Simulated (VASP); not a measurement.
# GaSb (I-4m2) in VASP: further runs

The runs below take GaSb through single point, with PBE.

Everything below comes from runs of VASP 6.6.1. Logs are shortened: lines on timing, memory, paths and dates and some standing lists are left out, and cuts for length are marked.

### 1 The cell of the first run

The structure is tetragonal, space group I-4m2 (No. 119). The conventional cell has a = 4.394 Å, b = 4.394 Å, c = 5.592 Å, α = 90.00°, β = 90.00°, γ = 90.00°. Ga (site symmetry -4m2) has 4 Sb at 2.60 Å within 3.4 Å. Within 3.4 Å of Sb (site symmetry -4m2) lie 4 Ga at 2.60 Å.

### 2 Single point, PBE (strain -0.1000 x Voigt [1, 0, 0, 0, 0, 0])

Contents of INCAR:

```
SYSTEM = GaSb
PREC = Accurate
ENCUT = 520
EDIFF = 1E-7
ISMEAR = 0
SIGMA = 0.15
LREAL = .FALSE.
LASPH = .TRUE.
NELM = 60
ALGO = Normal
ISIF = 2
LWAVE = .FALSE.
LCHARG = .FALSE.
GGA = PE
NBANDS = 16
```

Contents of KPOINTS:

```
Automatic mesh
0
G
  16 16 16
  0 0 0
```

Contents of POSCAR:

```
GaSb
1.0
    0.0000000000      3.1069206316      3.1069206316
    2.7962285684      0.0000000000      3.1069206316
    2.7962285684      3.1069206316      0.0000000000
Ga Sb
1 1
Direct
    0.0000000000      0.0000000000      0.0000000000
    0.7500000000      0.7500000000      0.7500000000
```

Potentials or basis: VASP PAW PBE potentials, release 64 (Ga_d, Sb).

Run with:

```bash
$ cat potpaw_PBE.64/Ga_d/POTCAR potpaw_PBE.64/Sb/POTCAR > POTCAR
$ mpirun -np 1 vasp_std > vasp.out
```

OUTCAR:

```text
SYSTEM = GaSb
   PREC = Accurate
   ENCUT = 520
   EDIFF = 1E-7
   ISMEAR = 0
   LREAL = .FALSE.
   LASPH = .TRUE.
   NELM = 60
   ISIF = 2
   GGA = PE

 ion  position               nearest neighbor table
   1  0.000  0.000  0.000-   2 2.60   2 2.60   2 2.60   2 2.60
   2  0.750  0.750  0.750-   1 2.60   1 2.60   1 2.60   1 2.60

  LATTYP: Found a body centered tetragonal cell.
 ALAT       =     4.3938492944
 C/A-ratio  =     1.2727922061

  Lattice vectors:

 A1 = (  -2.7962285684,   0.0000000000,  -3.1069206316)
 A2 = (  -2.7962285684,   0.0000000000,   3.1069206316)
 A3 = (   2.7962285684,   3.1069206316,   0.0000000000)

Analysis of symmetry for initial positions (statically):
=====================================================================
 Subroutine PRICEL returns:
 Original cell was already a primitive cell.

 Routine SETGRP: Setting up the symmetry group for a
 body centered tetragonal supercell.

 Subroutine GETGRP returns: Found  8 space group operations
 (whereof  8 operations were pure point group operations)
 out of a pool of 16 trial point group operations.

The static configuration has the point symmetry D_2d.

Analysis of symmetry for dynamics (positions and initial velocities):
=====================================================================
 Subroutine PRICEL returns:
 Original cell was already a primitive cell.

 Routine SETGRP: Setting up the symmetry group for a
 body centered tetragonal supercell.

 Subroutine GETGRP returns: Found  8 space group operations
 (whereof  8 operations were pure point group operations)
 out of a pool of 16 trial point group operations.

The dynamic configuration has the point symmetry D_2d.

 Subroutine INISYM returns: Found  8 space group operations
 (whereof  8 operations are pure point group operations),
 and found     1 'primitive' translations

----------------------------------------------------------------------------------------

                                     Primitive cell

  volume of cell :      53.9837

  direct lattice vectors                    reciprocal lattice vectors
     0.000000000  3.106920632  3.106920632    -0.178812278  0.160931050  0.160931050
     2.796228568  0.000000000  3.106920632     0.178812278 -0.160931050  0.160931050
     2.796228568  3.106920632  0.000000000     0.178812278  0.160931050 -0.160931050

  length of vectors
     4.393849294  4.179934212  4.179934212     0.289432957  0.289432957  0.289432957

  position of ions in fractional coordinates (direct lattice)
     0.000000000  0.000000000  0.000000000
     0.750000000  0.750000000  0.750000000

  ion indices of the primitive-cell ions
   primitive index   ion index
                 1           1
                 2           2

----------------------------------------------------------------------------------------

 KPOINTS: Automatic mesh

Automatic generation of k-mesh.
 Grid dimensions read from file:
 generate k-points for:   16   16   16

 Generating k-lattice:

  Cartesian coordinates                     Fractional coordinates (reciprocal lattice)
    -0.011175767  0.010058191  0.010058191     0.062500000  0.000000000  0.000000000
     0.011175767 -0.010058191  0.010058191     0.000000000  0.062500000 -0.000000000
     0.011175767  0.010058191 -0.010058191     0.000000000 -0.000000000  0.062500000

  Length of vectors
     0.018089560  0.018089560  0.018089560

  Shift w.r.t. Gamma in fractional coordinates (k-lattice)
     0.000000000  0.000000000  0.000000000

 Subroutine IBZKPT returns following result:
 ===========================================

 Found    349 irreducible k-points:

 Following reciprocal coordinates:
            Coordinates               Weight
  0.000000  0.000000  0.000000      1.000000
  0.062500  0.000000  0.000000      8.000000
  0.125000  0.000000  0.000000      8.000000
  0.187500  0.000000  0.000000      8.000000
  0.250000  0.000000  0.000000      8.000000
  0.312500  0.000000  0.000000      8.000000
[... 16 lines left out ...]
 -0.125000  0.062500 -0.000000     16.000000
 -0.062500  0.062500  0.000000      8.000000
 [... further k-points ...]
   k-points           NKPTS =    349   k-points in BZ     NKDIM =    349   number of bands    NBANDS=     16
   number of dos      NEDOS =    301   number of ions     NIONS =      2
   total plane-waves  NPLWV =  36864
   dimension x,y,z NGX =    36 NGY =   32 NGZ =   32
   dimension x,y,z NGXF=    72 NGYF=   64 NGZF=   64
   ions per type =               1   1
   NGX,Y,Z   is equivalent  to a cutoff of  13.62, 12.73, 12.73 a.u.
   NGXF,Y,Z  is equivalent  to a cutoff of  27.24, 25.45, 25.45 a.u.
 SYSTEM =  GaSb
   PREC   = accura    normal or accurate (medium, high low for compatibility)
   ISTART =      0    job   : 0-new  1-cont  2-samecut
   ICHARG =      2    charge: 1-file 2-atom 10-const
   ISPIN  =      1    spin polarized calculation?
   LNONCOLLINEAR =      F non collinear calculations
   LSORBIT =      F    spin-orbit coupling
   LASPH  =      T    aspherical Exc in radial PAW
   ENCUT  =  520.0 eV  38.22 Ry    6.18 a.u.   8.17  7.77  7.77*2*pi/ulx,y,z
   NELM   =     60;   NELMIN=  2; NELMDL= -5     # of ELM steps
   EDIFF  = 0.1E-06   stopping-criterion for ELM
   LREAL  =      F    real-space projection
   EDIFFG = 0.1E-05   stopping-criterion for IOM
   NSW    =      0    number of steps for IOM
   IBRION =     -1    ionic relax: 0-MD 1-quasi-New 2-CG
   NFREE  =      0    steps in history (QN), initial steepest desc. (CG)
   ISIF   =      2    stress and relaxation
   ISYM   =      2    0-nonsym 1-usesym 2-fastsym
   POTIM  = 0.5000    time-step for ionic-motion
   TEBEG  =    0.0;   TEEND  =   0.0 temperature during run
   PSTRESS=    0.0 pullay stress
   NELECT =      18.0000    total number of electrons
   NUPDOWN=      -1.0000    fix difference up-down
   EMIN   =  10.00;   EMAX   =-10.00  energy-range for DOS
   EFERMI =   0.00;   METHOD = LEGACY
   ISMEAR =     0;   SIGMA  =   0.15  broadening in eV -4-tet -1-fermi 0-gaus
   EFERMI_NEDOS =   21; number of points for ismear=-14 and -15
   IALGO  =     38    algorithm
   IMIX   =      4    mixing-type and parameters
     AMIX     =   0.40;   BMIX     =  1.00
     AMIX_MAG =   1.60;   BMIX_MAG =  1.00
  volume/ion in A,a.u.               =      26.99       182.15
  Fermi-wavevector in a.u.,A,eV,Ry     =   1.135215  2.145245 17.533997  1.288712
  Thomas-Fermi vector in A             =   2.271919
   LORBIT       =      0    0 simple, 1 ext, 2 COOP (PROOUT), +10 PAW based schemes
   GGA     = PE    functional components
   LHFCALC =     F    Hartree Fock is set to
   AEXX    =    0.0000 exact exchange contribution
   IVDW    =     0    specifies the selected vdW correction
   LEPSILON=     F    determine dielectric tensor
   LRPA    =     F    only Hartree local field effects (RPA)
 non-spin polarized calculation
 Gauss-broadening in eV      SIGMA  =   0.15
  energy-cutoff  :      520.00
  volume of cell :       53.98
 maximum number of plane-waves:      1472
 NGX is ok and might be reduce to    36
   NGX = 17   NGY = 15   NGZ = 15

 number of electron      17.9999999 magnetization

 Free energy of the ion-electron system (eV)
  ---------------------------------------------------
  ext. energy  EPLUGINS =         0.00000000
  ---------------------------------------------------
  free energy    TOTEN  =        -7.22308803 eV

  energy without entropy =       -7.22252307  energy(sigma->0) =       -7.22280555

 E-fermi :   5.6968     XC(G=0):  -9.3627

 val. band max:        5.6193834670   @ k =   0.0625   0.0000   0.0000
 cond. band min:       5.7005070111   @ k =   0.0000   0.3750   0.3750
 fundamental gap:      0.0811235441
 Fermi energy:         5.6968489961

 k-point     1 :       0.0000    0.0000    0.0000
  band No.  band energies     occupation
      1      -9.6756      2.00000
      2      -9.6756      2.00000
      3      -9.6625      2.00000
      4      -9.6207      2.00000
      5      -9.6082      2.00000
      6      -6.3913      2.00000
[... 8 lines left out ...]
     15      13.3244      0.00000
     16      14.3329      0.00000

 k-point     2 :       0.0625    0.0000    0.0000
  band No.  band energies     occupation
      1      -9.6762      2.00000
      2      -9.6750      2.00000
      3      -9.6627      2.00000
      4      -9.6208      2.00000
      5      -9.6082      2.00000
      6      -6.3479      2.00000
[... 8 lines left out ...]
     15      13.0673      0.00000
     16      13.8415      0.00000

 k-point     3 :       0.1250    0.0000    0.0000
  band No.  band energies     occupation
      1      -9.6786      2.00000
      2      -9.6734      2.00000
      3      -9.6628      2.00000
      4      -9.6211      2.00000
      5      -9.6081      2.00000
      6      -6.2190      2.00000
[... 8 lines left out ...]
     15      12.7668      0.00000
     16      13.4381      0.00000

 k-point     4 :       0.1875    0.0000    0.0000
  band No.  band energies     occupation
      1      -9.6833      2.00000
      2      -9.6710      2.00000
      3      -9.6617      2.00000
      4      -9.6214      2.00000
      5      -9.6078      2.00000
      6      -6.0087      2.00000
[... 8 lines left out ...]
     15      12.7165      0.00000
     16      13.5840      0.00000
[... 324 lines left out ...]
 k-point    22 :      -0.1875    0.0625   -0.0000
  band No.  band energies     occupation
      1      -9.6860      2.00000
      2      -9.6686      2.00000
      3      -9.6622      2.00000
      4      -9.6222      2.00000
      5      -9.6074      2.00000
      6      -5.8753      2.00000
[... 8 lines left out ...]
     15      13.1706      0.00000
     16      13.7942      0.00000

 k-point    23 :      -0.1250    0.0625   -0.0000
  band No.  band energies     occupation
      1      -9.6806      2.00000
      2      -9.6710      2.00000
      3      -9.6639      2.00000
      4      -9.6217      2.00000
      5      -9.6078      2.00000
      6      -6.1131      2.00000
[... 8 lines left out ...]
     15      12.7425      0.00000
     16      13.8653      0.00000

 k-point    24 :      -0.0625    0.0625    0.0000
  band No.  band energies     occupation
      1      -9.6773      2.00000
      2      -9.6733      2.00000
      3      -9.6639      2.00000
      4      -9.6212      2.00000
      5      -9.6080      2.00000
      6      -6.2726      2.00000
[... 8 lines left out ...]
     15      12.8419      0.00000
     16      14.0842      0.00000

 [... further k-points ...]
[... 5 lines left out ...]
  --------------------------------------------------------------------------------------
  -------------------------------------------------------------------------------------
  Total        2.7752439      1.6236710      1.6236710      0.0000000      0.0000000     -0.0000000
  in kB       82.3661490     48.1887470     48.1887470      0.0000000      0.0000000     -0.0000000
  external PRESSURE =      59.5812143 kB  Pullay stress =       0.0000000 kB

 VOLUME and BASIS-vectors are now :
 -----------------------------------------------------------------------------
  energy-cutoff  :      520.00
  volume of cell :       53.98
      direct lattice vectors                 reciprocal lattice vectors
     0.000000000  3.106920632  3.106920632    -0.178812278  0.160931050  0.160931050
     2.796228568  0.000000000  3.106920632     0.178812278 -0.160931050  0.160931050
     2.796228568  3.106920632  0.000000000     0.178812278  0.160931050 -0.160931050

 POSITION                                       TOTAL-FORCE (eV/Angst)
 -----------------------------------------------------------------------------------
      0.00000      0.00000      0.00000         0.000000      0.000000      0.000000
      4.19434      4.66038      4.66038        -0.000000     -0.000000     -0.000000
 -----------------------------------------------------------------------------------
    total drift:                               -0.000006     -0.000003     -0.000003

  FREE ENERGIE OF THE ION-ELECTRON SYSTEM (eV)
  ---------------------------------------------------
  free  energy   TOTEN  =        -7.2230880308 eV

  energy  without entropy=       -7.2225230700  energy(sigma->0) =       -7.22280555
```

Wall time 3 min (1 thread of Intel Xeon 6975P-C (Granite Rapids), shared host); peak memory 0.44 GiB.

What came out:

| Quantity | Value |
| --- | --- |
| Free energy | -7.2231 eV |
| Pressure | 6.0 GPa |
| Band gap on the k mesh | zero (bands 9 and 10 overlap by 0.15 eV) |

Caveat: the cell differs from its parent crystal (strain -0.1000 x Voigt [1, 0, 0, 0, 0, 0]); the cell stands under pressure; semilocal functionals underestimate gaps, and a narrow one can read as zero; spin-orbit coupling is left out, which moves the levels of the heavy elements.

### 3 Single point, PBE (strain +0.1000 x Voigt [1, 0, 0, 0, 0, 0])

INCAR, as its differences from that of step 2:

```diff
@@ -3,3 +3,3 @@
 ENCUT = 520
-EDIFF = 1E-7
+EDIFF = 1E-6
 ISMEAR = 0
@@ -8,3 +8,3 @@
 LASPH = .TRUE.
-NELM = 60
+NELM = 100
 ALGO = Normal
```

KPOINTS is that of step 2.

Contents of POSCAR:

```
GaSb
1.0
    0.0000000000      3.1069206316      3.1069206316
    3.4176126948      0.0000000000      3.1069206316
    3.4176126948      3.1069206316      0.0000000000
Ga Sb
1 1
Direct
    0.0000000000      0.0000000000      0.0000000000
    0.7500000000      0.7500000000      0.7500000000
```

Potentials or basis: VASP PAW PBE potentials, release 64 (Ga_d, Sb).

Run with:

```bash
$ cat potpaw_PBE.64/Ga_d/POTCAR potpaw_PBE.64/Sb/POTCAR > POTCAR
$ mpirun -np 1 vasp_std > vasp.out
```

Wall time 2.4 min (1 thread of Intel Xeon 6975P-C (Granite Rapids), shared host); peak memory 0.5 GiB.

The run converged. Its results:

| Quantity | Value |
| --- | --- |
| Free energy | -7.2544 eV |
| Pressure | -3.3 GPa |
| Band gap on the k mesh | zero (bands 9 and 10 overlap by 0.12 eV) |

Stress tensor (GPa, compression positive):
```
-6.04  0.00  0.00
 0.00 -1.94  0.00
 0.00  0.00 -1.94
```

Levels at points of the mesh, in eV from the Fermi level:
| k point | band 5 | band 6 | band 7 | band 8 | band 9 | band 10 | band 11 | band 12 | band 13 | band 14 |
| --- | --- | --- | --- | --- | --- | --- | --- | --- | --- | --- |
| (0.00, 0.00, 0.00) | -14.90 | -10.69 | -1.11 | -0.50 | 0.05 | 0.05 | 2.62 | 2.62 | 2.89 | 5.54 |
| (0.50, 0.00, 0.00) | -14.90 | -9.41 | -5.86 | -1.39 | -0.73 | -0.07 | 3.51 | 3.80 | 6.43 | 8.05 |
| (0.50, 0.50, 0.00) | -14.90 | -8.69 | -6.21 | -2.42 | -2.35 | 0.68 | 1.21 | 7.33 | 7.40 | 8.57 |
| (0.00, 0.50, 0.50) | -14.91 | -8.96 | -6.57 | -1.89 | -1.89 | 1.32 | 1.71 | 7.53 | 7.53 | 8.50 |

Caveat: the cell differs from its parent crystal (strain +0.1000 x Voigt [1, 0, 0, 0, 0, 0]); the cell stands under tension; semilocal functionals underestimate gaps, and a narrow one can read as zero; spin-orbit coupling is left out, which moves the levels of the heavy elements.

### 4 Single point, PBE (strain -0.0750 x Voigt [1, 0, 0, 0, 0, 0])

Contents of INCAR:

```
  PREC = Accurate
  ENCUT = 520
  EDIFF = 1E-7
  ISMEAR = 0
  SIGMA = 0.15
  LREAL = False
  LASPH = True
  NELM = 80
  ALGO = Normal
  ISIF = 2
  LWAVE = False
  LCHARG = False
  GGA = PE
  NBANDS = 16
```

Contents of KPOINTS:

```
Automatic mesh
0
Gamma
  16 16 16
```

Contents of POSCAR:

```
GaSb
1.0
    0.0000000000      3.1069206316      3.1069206316
    2.8739015842      0.0000000000      3.1069206316
    2.8739015842      3.1069206316      0.0000000000
Ga Sb
1 1
Direct
    0.0000000000      0.0000000000      0.0000000000
    0.7500000000      0.7500000000      0.7500000000
```

Run with:

```bash
$ cat potpaw_PBE.64/Ga_d/POTCAR potpaw_PBE.64/Sb/POTCAR > POTCAR
$ mpirun -np 1 vasp_std > vasp.out
```

It took 2.2 min on 1 thread of Intel Xeon 6975P-C (Granite Rapids), shared host; peak memory 0.44 GiB.

The run converged. Its results:

| Property | Result |
| --- | --- |
| Free energy | -7.2900 eV |
| Pressure | 4.2 GPa |
| Band gap on the k mesh | 0.05 eV |

Stress tensor (GPa, compression positive):
```
6.07 0.00 0.00
0.00 3.28 0.00
0.00 0.00 3.28
```

Levels at points of the mesh, in eV from the valence-band top:
```
           k point  band 7  band 8  band 9  band 10  band 11  band 12
(0.00, 0.00, 0.00)   -0.36   -0.36    0.00     0.05     2.43     2.66
(0.50, 0.00, 0.00)   -6.74   -1.71   -1.14     0.17     3.31     3.85
(0.50, 0.50, 0.00)   -7.29   -2.76   -2.69     0.86     1.15     8.33
(0.00, 0.50, 0.50)   -6.92   -3.21   -3.21     0.26     0.66     8.68
```

Caveat: the cell differs from its parent crystal (strain -0.0750 x Voigt [1, 0, 0, 0, 0, 0]); the cell stands under pressure; semilocal functionals underestimate gaps, and a narrow one can read as zero; spin-orbit coupling is left out, which moves the levels of the heavy elements. A k mesh can miss the band edges.

### 5 Overview

| cell | gap on the mesh (eV) | pressure (GPa) |
| --- | --- | --- |
| a = 4.394, b = 4.180, c = 4.180 Å, angles 63.4, 58.3, 58.3°, 2 atoms | none | 6.0 |
| a = 4.394, b = 4.619, c = 4.619 Å, angles 56.8, 61.6, 61.6°, 2 atoms | none | -3.3 |
| a = 4.394, b = 4.232, c = 4.232 Å, angles 62.5, 58.7, 58.7°, 2 atoms | 0.05 | 4.2 |

Alike in all rows: task single point; level PBE; potentials or basis VASP PAW PBE potentials, release 64 (Ga_d, Sb); no spin polarisation; k mesh 16 × 16 × 16; cutoff (eV) 520; smearing gaussian 0.15 eV.

Caveats: semilocal functionals underestimate gaps, and a narrow one can read as zero; spin-orbit coupling is left out, which moves the levels of the heavy elements; the cell stands under pressure (at least some runs); the cell stands under tension (at least some runs).

Total energies depend on the potentials used, so only differences within one code and one set of settings carry meaning.

The gap in the log of VASP goes by the Fermi energy; the results here count the filled bands.